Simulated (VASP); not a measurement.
Set up this calculation in VASP 6.6.1, as the native input.

```
Task                   : single point
Functional             : r2SCAN
Potentials or basis    : VASP PAW PBE potentials, release 64 (Sr_sv, Y_sv)
Cutoff                 : 520 eV
k mesh                 : 4 × 4 × 4
Occupations            : gaussian, width 0.1 eV
Spin                   : no spin polarisation
Dipole correction      : no
Further INCAR settings : ALGO = Normal; EDIFF = 1e-06; NBANDS = 40
```

The system is Sr2Y.

```
Sr Y
1.0
     0.00000    4.52559    4.52559
     4.52559    0.00000    4.52559
     4.52559    4.52559    0.00000
Sr Y
4 2
Direct
  0.62500 0.62500 0.62500
  0.12500 0.62500 0.62500
  0.62500 0.62500 0.12500
  0.62500 0.12500 0.62500
  0.00000 0.00000 0.00000
  0.25000 0.25000 0.25000
```

The input as run:

POSCAR

```
Sr2Y
1.0
    0.0000000000      4.5255871631      4.5255871631
    4.5255871631      0.0000000000      4.5255871631
    4.5255871631      4.5255871631      0.0000000000
Sr Y
4 2
Direct
    0.6250000000      0.6250000000      0.6250000000
    0.1250000000      0.6250000000      0.6250000000
    0.6250000000      0.6250000000      0.1250000000
    0.6250000000      0.1250000000      0.6250000000
    0.0000000000      0.0000000000      0.0000000000
    0.2500000000      0.2500000000      0.2500000000
```

INCAR.step1

```
SYSTEM = Sr2Y
  ALGO = Normal
  EDIFF = 1E-4
  ENCUT = 520
  GGA = PE
  ISMEAR = 0
  LASPH = .True.
  LCHARG = .False.
  LREAL = .False.
  LWAVE = .True.
  NBANDS = 40
  NELM = 100
  PREC = Accurate
  SIGMA = 0.1
```

INCAR.step2

```
SYSTEM = Sr2Y
  ALGO = Normal
  EDIFF = 1E-6
  ENCUT = 520
  ISIF = 2
  ISMEAR = 0
  ISTART = 1
  LASPH = .True.
  LCHARG = .True.
  LELF = .True.
  LMIXTAU = .True.
  LREAL = .False.
  LVHAR = .True.
  LWAVE = .False.
  METAGGA = R2SCAN
  NBANDS = 40
  NELM = 100
  PREC = Accurate
  SIGMA = 0.1
```

KPOINTS

```
k-points
0
Gamma
  4 4 4
  0 0 0
```

Potentials or basis: VASP PAW PBE potentials, release 64 (Sr_sv, Y_sv).

The run is started by

```bash
$ cat potpaw_PBE.64/Sr_sv/POTCAR potpaw_PBE.64/Y_sv/POTCAR > POTCAR
$ cp INCAR.step1 INCAR
$ mpirun -np 1 vasp_std > vasp.out
$ cp INCAR.step2 INCAR
$ mpirun -np 1 vasp_std > vasp.out
```

It gave:

| Quantity | Value |
| --- | --- |
| Pressure | 13.0 GPa |
| Band gap on the k mesh | zero (bands 31 and 32 overlap by 0.70 eV) |

Caveat: the cell stands under pressure; the PAW data sets were made with another functional, which shifts forces and pressure a little.

It took 8.2 min on 1 thread of Oxide Virtual Turin-like Processor (shared host), peak memory 0.35 GiB.
